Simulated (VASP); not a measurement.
Se: relaxation of cell and atoms with LDA

Crystal: Se.

```
Se
1.0
     0.00000    2.57716    2.57716
     2.57716    0.00000    2.57716
     2.57716    2.57716    0.00000
Se
2
Direct
  0.87500 0.87500 0.87500
  0.12500 0.12500 0.12500
```

This isn't the form of Se at room conditions, which is trigonal, of chains.

```json
{"Program": "VASP 6.6.1", "Task": "relaxation of cell and atoms", "Functional": "LDA", "Potentials or basis": "VASP PAW LDA potentials, release 64 (Se)", "Cutoff": "600 eV", "k mesh": "13 × 13 × 13", "Occupations": "fermi-dirac, width 0.05 eV", "Spin": "no spin polarisation", "Target pressure": "72 GPa", "Dipole correction": "no", "Further INCAR settings": "ALGO = Normal; EDIFF = 1e-07; IBRION = 2; EDIFFG = -0.005; NSW = 32; ISIF = 3"}
```

- Relaxed volume: 17.20 Å³/atom
- Relaxed cell: a = 3.650 Å, b = 3.650 Å, c = 3.650 Å, α = 60.00°, β = 60.00°, γ = 60.00°
- Space group after relaxing (to 0.1 Å): Fd-3m (No. 227)
- Energy change on relaxing (the run minimises the enthalpy): -36.2 meV/atom
- Ionic steps: 3
- Pressure after relaxing: 72.0 GPa
- Band gap on the k mesh: zero (bands 6 and 7 overlap by 3.55 eV)

Step by step:
```csv
step,energy change (eV),largest force (eV/Å),pressure (GPa),volume (Å³)
1,0.0000,0.0000,73.28,34.23
2,-0.3008,0.0000,67.90,34.92
3,-0.0723,0.0000,71.99,34.39
```

Final structure:
```xyz
2
Lattice="0.0000 2.5812 2.5812 2.5812 0.0000 2.5812 2.5812 2.5812 0.0000" Properties=species:S:1:pos:R:3 pbc="T T T"
Se    4.5170    4.5170    4.5170
Se    0.6453    0.6453    0.6453
```

Levels at points of the mesh, in eV from the Fermi level:
```tsv
k point	band 3	band 4	band 5	band 6	band 7	band 8	band 9	band 10
(0.00, 0.00, 0.00)	-5.68	-5.68	-5.68	-1.81	-1.81	-1.81	4.31	7.11
```

It took 96 s on 1 thread of Oxide Virtual Turin-like Processor (shared host), peak memory 0.13 GiB.

Caveat: the cell is relaxed towards a set pressure, so the run minimises the enthalpy, not the energy.
